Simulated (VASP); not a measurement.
# CdO2: single point with r2SCAN

Crystal: CdO2.

```
Cd O
1.0
     3.54441    0.00000    0.00000
    -1.77220    3.06955    0.00000
     0.00000    0.00000    4.22943
Cd O
1 2
Direct
  0.00000 0.00000 0.00000
  0.66667 0.33333 0.75578
  0.33333 0.66667 0.24422
```

```yaml
Program: VASP 6.6.1
Task: single point
Functional: r2SCAN
Potentials_or_basis: VASP PAW PBE potentials, release 64 (Cd, O)
Cutoff: 520 eV
k_mesh: 10 × 10 × 7
Occupations: gaussian, width 0.02 eV
Spin: no spin polarisation
Dipole_correction: no
Further_INCAR_settings: ALGO = Normal; EDIFF = 1e-06; NBANDS = 19
```

| Quantity | Value |
| --- | --- |
| Pressure | -12.0 GPa |
| Largest force | 0.397 eV/Å |
| Band gap on the k mesh | zero (bands 12 and 13 overlap by 0.64 eV) |

Forces in eV/Å, atoms in the order of the input:
```
Cd   0.000  0.000  0.000
O    0.000  0.000  0.397
O    0.000  0.000 -0.397
```

Stress tensor (GPa, compression positive):
```
-12.63   0.00   0.00
  0.00 -12.63   0.00
  0.00   0.00 -10.77
```

Levels at points of the mesh, in eV from the Fermi level:
| k point | band 9 | band 10 | band 11 | band 12 | band 13 | band 14 | band 15 | band 16 |
| --- | --- | --- | --- | --- | --- | --- | --- | --- |
| (0.00, 0.00, 0.00) | -0.82 | -0.82 | -0.11 | -0.11 | 0.09 | 3.62 | 9.08 | 14.22 |
| (0.50, 0.00, 0.00) | -2.10 | -2.05 | -1.36 | -0.15 | 0.33 | 7.52 | 9.50 | 13.26 |

Run time: 5.2 min on 1 thread of Intel Xeon 8259CL (shared host), peak memory 0.21 GiB.

Caveat: the cell stands under tension; semilocal functionals underestimate gaps, and a narrow one can read as zero; the PAW data sets were made with another functional, which shifts forces and pressure a little.
